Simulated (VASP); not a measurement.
Runs of VASP 6.6.1 on PbS (zincblende type). The structure is that of space group F-43m (No. 216), or close to it. The cells are those of the table. 

```csv
task,cell,cutoff (eV),gap on the mesh (eV),pressure (GPa)
single point,"a = 3.837 Å, angles 60.0°, 2 atoms",520,none,(a)
relaxation of cell and atoms,"relaxed to 68 GPa from a = 3.837 Å, angles 60.0°, 2 atoms",600,none,68.0
relaxation of cell and atoms,"relaxed to 68 GPa from a = 3.708 Å, angles 60.0°, 2 atoms",600,none,68.0
single point,"a = 3.836 Å, angles 60.0°, 2 atoms",520,none,67.8
```

Alike in all rows: level PBE; potentials or basis VASP PAW PBE potentials, release 64 (Pb_d, S); no spin polarisation; k mesh 13 × 13 × 13; smearing fermi-dirac 0.05 eV.

Task: Fill in the values left out.

Result: (a) 67.7.

Caveats: spin-orbit coupling is left out, which moves the levels of the heavy elements; the cell is relaxed towards a set pressure, so the enthalpy falls and the energy may rise (some runs).

A k mesh can miss the band edges, and the runs leave out spin-orbit coupling on Pb.

A gap of «none» marks levels without a gap at the run's occupations.
